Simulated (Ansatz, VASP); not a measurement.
## Sn: VASP beside Ansatz

```
Sn
1.0
    -1.82265    1.87439    2.09823
     1.82265   -1.87439    2.09823
     1.82265    1.87439   -2.09823
Sn
1
Direct
  0.00000 0.00000 0.00000
```

Alike in both runs: task single point; functional PBEsol; k mesh 22 × 22 × 22; occupations gaussian, width 0.15 eV; no spin polarisation.

|  | VASP | Ansatz |
| --- | --- | --- |
| version | VASP 6.6.1 | Ansatz 0.2.0 |
| potentials or method | VASP PAW PBE potentials, release 64 (Sn_d), cutoff 520 eV | scalar-relativistic, plane waves, PAW |
| valence electrons in the cell | 14 | 14 |

|  | VASP | Ansatz | Ansatz less VASP |
| --- | --- | --- | --- |
| gap on the k mesh at the Fermi level (eV) | none | none | - |
| pressure (GPa) | -3.9 | -3.9 | -0.03 |
| traceless stress, the component that is largest in VASP (GPa) | 0.35 | 0.35 | -0.003 |

VASP's potentials were made for PBE, not for PBEsol. A gap of «none» marks a metal or a gap that the smearing closes.
